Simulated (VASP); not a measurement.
# AlP (F-43m) in VASP: notebook

AlP is run at these levels: HSE06; tasks: single point.

Everything below comes from runs of VASP 6.6.1. Logs are shortened: lines on timing, memory, paths and dates and some standing lists are left out, and cuts for length are marked.

## Step 1: The cell of the first run

Symmetry: F-43m, No. 216, cubic system. The conventional cell has a = 5.479 Å, b = 5.479 Å, c = 5.479 Å, α = 90.00°, β = 90.00°, γ = 90.00°. Within 3.1 Å of Al (site symmetry -43m) lie 4 P at 2.37 Å. Within 3.1 Å of P (site symmetry -43m) lie 4 Al at 2.37 Å.

## Step 2: Single point, HSE06

File POSCAR:

```
AlP
1.0
    0.0000000000      2.7392607939      2.7392607939
    2.7392607939      0.0000000000      2.7392607939
    2.7392607939      2.7392607939      0.0000000000
Al P
1 1
Direct
    0.0000000000      0.0000000000      0.0000000000
    0.2500000000      0.2500000000      0.2500000000
```

File INCAR.step1:

```
PREC = Accurate ; ENCUT = 400
EDIFF = 1E-5 ; ISMEAR = 1
SIGMA = 0.308 ; LREAL = False
LASPH = True ; NELM = 120
ALGO = Normal ; ISIF = 2
LWAVE = True ; LCHARG = False
NBANDS = 11 ; GGA = PE
GGA_COMPAT = False
```

File INCAR.step2:

```
PREC = Accurate ; ENCUT = 400
EDIFF = 1E-6 ; ISMEAR = 1
SIGMA = 0.308 ; LREAL = False
LASPH = True ; NELM = 120
ALGO = Normal ; ISIF = 2
LWAVE = False ; LCHARG = False
GGA = PE ; LHFCALC = True
HFSCREEN = 0.2079 ; PRECFOCK = Normal
NBANDS = 11 ; ISTART = 1
GGA_COMPAT = False
```

File KPOINTS:

```
regular mesh
0
Gamma
  4 4 4
```

Potentials or basis: VASP PAW PBE potentials, release 64 (Al, P).

Launch:

```sh
$ cat potpaw_PBE.64/Al/POTCAR potpaw_PBE.64/P/POTCAR > POTCAR
$ cp INCAR.step1 INCAR
$ mpirun -np 1 vasp_std > vasp.out
$ cp INCAR.step2 INCAR
$ mpirun -np 1 vasp_std > vasp.out
```

OUTCAR:

```text
PREC = Accurate
   ENCUT = 400
   EDIFF = 1E-6
   ISMEAR = 1
   LREAL = False
   LASPH = True
   NELM = 120
   ISIF = 2
   GGA = PE
   LHFCALC = True
   HFSCREEN = 0.2079
   PRECFOCK = Normal
   ISTART = 1

 ion  position               nearest neighbor table
   1  0.000  0.000  0.000-   2 2.37   2 2.37   2 2.37   2 2.37
   2  0.250  0.250  0.250-   1 2.37   1 2.37   1 2.37   1 2.37

  LATTYP: Found a face centered cubic cell.
 ALAT       =     5.4785215878

  Lattice vectors:

 A1 = (   0.0000000000,   2.7392607939,   2.7392607939)
 A2 = (   2.7392607939,   0.0000000000,   2.7392607939)
 A3 = (   2.7392607939,   2.7392607939,   0.0000000000)

Analysis of symmetry for initial positions (statically):
=====================================================================
 Subroutine PRICEL returns:
 Original cell was already a primitive cell.

 Routine SETGRP: Setting up the symmetry group for a
 face centered cubic supercell.

 Subroutine GETGRP returns: Found 24 space group operations
 (whereof 24 operations were pure point group operations)
 out of a pool of 48 trial point group operations.

The static configuration has the point symmetry T_d .

Analysis of symmetry for dynamics (positions and initial velocities):
=====================================================================
 Subroutine PRICEL returns:
 Original cell was already a primitive cell.

 Routine SETGRP: Setting up the symmetry group for a
 face centered cubic supercell.

 Subroutine GETGRP returns: Found 24 space group operations
 (whereof 24 operations were pure point group operations)
 out of a pool of 48 trial point group operations.

The dynamic configuration has the point symmetry T_d .

 Subroutine INISYM returns: Found 24 space group operations
 (whereof 24 operations are pure point group operations),
 and found     1 'primitive' translations

----------------------------------------------------------------------------------------

                                     Primitive cell

  volume of cell :      41.1084

  direct lattice vectors                    reciprocal lattice vectors
     0.000000000  2.739260794  2.739260794    -0.182530996  0.182530996  0.182530996
     2.739260794  0.000000000  2.739260794     0.182530996 -0.182530996  0.182530996
     2.739260794  2.739260794  0.000000000     0.182530996  0.182530996 -0.182530996

  length of vectors
     3.873899766  3.873899766  3.873899766     0.316152958  0.316152958  0.316152958

  position of ions in fractional coordinates (direct lattice)
     0.000000000  0.000000000  0.000000000
     0.250000000  0.250000000  0.250000000

  ion indices of the primitive-cell ions
   primitive index   ion index
                 1           1
                 2           2

----------------------------------------------------------------------------------------

 KPOINTS: regular mesh

Automatic generation of k-mesh.
 Grid dimensions read from file:
 generate k-points for:    4    4    4

 Generating k-lattice:

  Cartesian coordinates                     Fractional coordinates (reciprocal lattice)
    -0.045632749  0.045632749  0.045632749     0.250000000  0.000000000  0.000000000
     0.045632749 -0.045632749  0.045632749     0.000000000  0.250000000  0.000000000
     0.045632749  0.045632749 -0.045632749     0.000000000  0.000000000  0.250000000

  Length of vectors
     0.079038240  0.079038240  0.079038240

  Shift w.r.t. Gamma in fractional coordinates (k-lattice)
     0.000000000  0.000000000  0.000000000

 Subroutine IBZKPT returns following result:
 ===========================================

 Found      8 irreducible k-points:

 Following reciprocal coordinates:
            Coordinates               Weight
  0.000000  0.000000  0.000000      1.000000
  0.250000  0.000000  0.000000      8.000000
  0.500000  0.000000  0.000000      4.000000
  0.250000  0.250000  0.000000      6.000000
  0.500000  0.250000  0.000000     24.000000
 -0.250000  0.250000  0.000000     12.000000
  0.500000  0.500000  0.000000      3.000000
 -0.250000  0.500000  0.250000      6.000000
   k-points           NKPTS =      8   k-points in BZ     NKDIM =     64   number of bands    NBANDS=     11
   number of dos      NEDOS =    301   number of ions     NIONS =      2
   total plane-waves  NPLWV =  21952
   dimension x,y,z NGX =    28 NGY =   28 NGZ =   28
   dimension x,y,z NGXF=    56 NGYF=   56 NGZF=   56
   ions per type =               1   1
   NGX,Y,Z   is equivalent  to a cutoff of  12.02, 12.02, 12.02 a.u.
   NGXF,Y,Z  is equivalent  to a cutoff of  24.03, 24.03, 24.03 a.u.
 SYSTEM =  unknown system
   PREC   = accura    normal or accurate (medium, high low for compatibility)
   ISTART =      1    job   : 0-new  1-cont  2-samecut
   ICHARG =      0    charge: 1-file 2-atom 10-const
   ISPIN  =      1    spin polarized calculation?
   LNONCOLLINEAR =      F non collinear calculations
   LSORBIT =      F    spin-orbit coupling
   LASPH  =      T    aspherical Exc in radial PAW
   ENCUT  =  400.0 eV  29.40 Ry    5.42 a.u.   6.32  6.32  6.32*2*pi/ulx,y,z
   NELM   =    120;   NELMIN=  2; NELMDL=  0     # of ELM steps
   EDIFF  = 0.1E-05   stopping-criterion for ELM
   LREAL  =      F    real-space projection
   EDIFFG = 0.1E-04   stopping-criterion for IOM
   NSW    =      0    number of steps for IOM
   IBRION =     -1    ionic relax: 0-MD 1-quasi-New 2-CG
   NFREE  =      0    steps in history (QN), initial steepest desc. (CG)
   ISIF   =      2    stress and relaxation
   ISYM   =      3    0-nonsym 1-usesym 2-fastsym
   POTIM  = 0.5000    time-step for ionic-motion
   TEBEG  =    0.0;   TEEND  =   0.0 temperature during run
   PSTRESS=    0.0 pullay stress
   NELECT =       8.0000    total number of electrons
   NUPDOWN=      -1.0000    fix difference up-down
   EMIN   =  10.00;   EMAX   =-10.00  energy-range for DOS
   EFERMI =   0.00;   METHOD = LEGACY
   ISMEAR =     1;   SIGMA  =   0.31  broadening in eV -4-tet -1-fermi 0-gaus
   EFERMI_NEDOS =   21; number of points for ismear=-14 and -15
   IALGO  =     38    algorithm
   IMIX   =      1    mixing-type and parameters
     AMIX     =   0.40;   BMIX     =  1.00
     AMIX_MAG =   1.60;   BMIX_MAG =  1.00
  volume/ion in A,a.u.               =      20.55       138.71
  Fermi-wavevector in a.u.,A,eV,Ry     =   0.948698  1.792780 12.245630  0.900028
  Thomas-Fermi vector in A             =   2.076911
   LORBIT       =      0    0 simple, 1 ext, 2 COOP (PROOUT), +10 PAW based schemes
   GGA     = PE    functional components
   LHFCALC =     T    Hartree Fock is set to
   PRECFOCK=normal    Normal, Fast or Accurate (Low or Medium for compatibility)
   ENCUT4O =  -1.0   cutoff for four orbital integrals eV
   NKREDX  =     1    reduce k-point grid by
   NKREDY  =     1    reduce k-point grid by
   NKREDZ  =     1    reduce k-point grid by
   AEXX    =    0.2500 exact exchange contribution
   HFSCREEN=    0.2079 screening length (either q_TF or 0.3 A-1)
   HFSCREENC=   0.2079 screening length for correlation (either q_TF or 0.3 A-1)
   ENCUTFOCK=  -1.0 apply spherical cutoff to Coloumb kernel
   IVDW    =     0    specifies the selected vdW correction
   LEPSILON=     F    determine dielectric tensor
   LRPA    =     F    only Hartree local field effects (RPA)
 non-spin polarized calculation
 Methfessel and Paxton  Order N= 1 SIGMA  =   0.31
  energy-cutoff  :      400.00
  volume of cell :       41.11
 maximum number of plane-waves:       754
 NGX is ok and might be reduce to    28
  NGX = 20; NGY = 20; NGZ = 20

 number of electron       8.0000001 magnetization

 Free energy of the ion-electron system (eV)
  ---------------------------------------------------
  ext. energy  EPLUGINS =         0.00000000
  ---------------------------------------------------
  free energy    TOTEN  =       -11.91903507 eV

  energy without entropy =      -11.92047462  energy(sigma->0) =      -11.91951492

 E-fermi :   4.2711     XC(G=0):  -7.6407

 val. band max:        4.0270523843   @ k =   0.0000   0.0000   0.0000
 cond. band min:       6.3218351529   @ k =   0.5000   0.5000   0.0000
 fundamental gap:      2.2947827686
 Fermi energy:         4.2711146717

 k-point     1 :       0.0000    0.0000    0.0000
  band No.  band energies     occupation
      1      -8.6682      2.00000
      2       4.0271      1.97616
      3       4.0271      1.97616
      4       4.0271      1.97616
      5       8.1882     -0.00000
      6       9.5030     -0.00000
      7       9.5030     -0.00000
      8       9.5030     -0.00000
      9      14.0303      0.00000
     10      14.0303      0.00000
     11      15.3259      0.00000

 k-point     2 :       0.2500    0.0000    0.0000
  band No.  band energies     occupation
      1      -7.9474      2.00000
      2       0.5960      2.00000
      3       3.5483      2.00446
      4       3.5483      2.00446
      5       8.1988     -0.00000
      6      10.1321     -0.00000
      7      10.1321     -0.00000
      8      11.9865      0.00000
      9      13.4623      0.00000
     10      13.4623      0.00000
     11      15.4226      0.00000

 k-point     3 :       0.5000    0.0000    0.0000
  band No.  band energies     occupation
      1      -6.8275      2.00000
      2      -2.0202      2.00000
      3       3.1896      2.00001
      4       3.1896      2.00001
      5       7.6537     -0.00000
      6       9.7745     -0.00000
      7       9.7745     -0.00000
      8      13.3035      0.00000
      9      16.8799      0.00000
     10      16.8799      0.00000
     11      17.0505      0.00000
[... 43 lines left out ...]
 k-point     7 :       0.5000    0.5000    0.0000
  band No.  band energies     occupation
      1      -6.0966      2.00000
      2      -1.7947      2.00000
      3       1.7292      2.00000
      4       1.7292      2.00000
      5       6.3218     -0.00000
      6       7.2708     -0.00000
      7      16.4150      0.00000
      8      16.4150      0.00000
      9      17.3927      0.00000
     10      17.4775      0.00000
     11      17.4775      0.00000

 k-point     8 :      -0.2500    0.5000    0.2500
  band No.  band energies     occupation
      1      -6.0442      2.00000
      2      -1.3693      2.00000
      3       0.6099      2.00000
      4       1.0200      2.00000
      5       9.1893     -0.00000
      6      11.0141      0.00000
      7      11.1110      0.00000
      8      11.4329      0.00000
      9      16.6270      0.00000
     10      17.3743      0.00000
     11      18.6568      0.00000

------------------------ aborting loop because EDIFF is reached ----------------------------------------

  FORCE on cell =-STRESS in cart. coord.  units (eV):
  Direction    XX          YY          ZZ          XY          YZ          ZX
  --------------------------------------------------------------------------------------
  -------------------------------------------------------------------------------------
  Total       -0.0044354     -0.0044354     -0.0044354     -0.0000000      0.0000000      0.0000000
  in kB       -0.1728663     -0.1728663     -0.1728663     -0.0000000      0.0000000      0.0000000
  external PRESSURE =      -0.1728663 kB  Pullay stress =       0.0000000 kB

 VOLUME and BASIS-vectors are now :
 -----------------------------------------------------------------------------
  energy-cutoff  :      400.00
  volume of cell :       41.11
      direct lattice vectors                 reciprocal lattice vectors
     0.000000000  2.739260794  2.739260794    -0.182530996  0.182530996  0.182530996
     2.739260794  0.000000000  2.739260794     0.182530996 -0.182530996  0.182530996
     2.739260794  2.739260794  0.000000000     0.182530996  0.182530996 -0.182530996

 POSITION                                       TOTAL-FORCE (eV/Angst)
 -----------------------------------------------------------------------------------
      0.00000      0.00000      0.00000         0.000000      0.000000      0.000000
      1.36963      1.36963      1.36963        -0.000000     -0.000000     -0.000000
 -----------------------------------------------------------------------------------
    total drift:                                0.000024      0.000001      0.000010

  FREE ENERGIE OF THE ION-ELECTRON SYSTEM (eV)
  ---------------------------------------------------
  free  energy   TOTEN  =       -11.9190350698 eV

  energy  without entropy=      -11.9204746171  energy(sigma->0) =      -11.91951492
```

Run time: 2.1 min. Hardware: 1 thread of AMD EPYC 7R43 (Zen 3), shared host; peak memory 0.21 GiB.

Results:

```
Free energy            : -11.9190 eV
Pressure               : 0.0 GPa
Band gap on the k mesh : 2.29 eV (least direct gap 4.16 eV)
```

Levels at points of the mesh, in eV from the valence-band top:
```tsv
k point	band 2	band 3	band 4	band 5	band 6	band 7
(0.00, 0.00, 0.00)	0.00	0.00	0.00	4.16	5.48	5.48
(0.50, 0.00, 0.00)	-6.05	-0.84	-0.84	3.63	5.75	5.75
(0.50, 0.50, 0.00)	-5.82	-2.30	-2.30	2.29	3.24	12.39
```

Caveat: the k points lie up to 0.50 Å⁻¹ apart; so wide a smearing shifts energies and pressures; the PAW data sets were made with another functional, which shifts forces and pressure a little.

## Step 3: Single point, HSE06

POSCAR is that of step 2.

File INCAR.step1:

```
SYSTEM = AlP
PREC = Accurate ; ENCUT = 400
EDIFF = 1E-5 ; ISMEAR = 1
SIGMA = 0.001 ; LREAL = .False.
LASPH = .True. ; NELM = 120
ALGO = Normal ; ISIF = 2
LWAVE = .True. ; LCHARG = .False.
NBANDS = 11 ; GGA = PE
GGA_COMPAT = .False.
```

File INCAR.step2:

```
SYSTEM = AlP
PREC = Accurate ; ENCUT = 400
EDIFF = 1E-6 ; ISMEAR = 1
SIGMA = 0.001 ; LREAL = .False.
LASPH = .True. ; NELM = 120
ALGO = Normal ; ISIF = 2
LWAVE = .False. ; LCHARG = .False.
GGA = PE ; LHFCALC = .True.
HFSCREEN = 0.2079 ; PRECFOCK = Normal
NBANDS = 11 ; ISTART = 1
GGA_COMPAT = .False.
```

File KPOINTS:

```
regular mesh
0
Gamma
  4 4 4
  0 0 0
```

Potentials or basis: VASP PAW PBE potentials, release 64 (Al, P).

Launch:

```sh
$ cat potpaw_PBE.64/Al/POTCAR potpaw_PBE.64/P/POTCAR > POTCAR
$ cp INCAR.step1 INCAR
$ mpirun -np 1 vasp_std > vasp.out
$ cp INCAR.step2 INCAR
$ mpirun -np 1 vasp_std > vasp.out
```

Wall time 2 min (1 thread of AMD EPYC 7R43 (Zen 3), shared host); peak memory 0.21 GiB.

It converged, with:

```yaml
Free_energy: -11.9199 eV
Pressure: 0.0 GPa
Band_gap_on_the_k_mesh: 2.30 eV (least direct gap 4.16 eV)
```

Levels at points of the mesh, in eV from the valence-band top:
```
           k point  band 2  band 3  band 4  band 5  band 6  band 7
(0.00, 0.00, 0.00)    0.00    0.00    0.00    4.16    5.48    5.48
(0.50, 0.00, 0.00)   -6.05   -0.84   -0.84    3.63    5.75    5.75
(0.50, 0.50, 0.00)   -5.82   -2.30   -2.30    2.30    3.24   12.39
```

Caveat: the k points lie up to 0.50 Å⁻¹ apart; the PAW data sets were made with another functional, which shifts forces and pressure a little. A k mesh can miss the band edges.
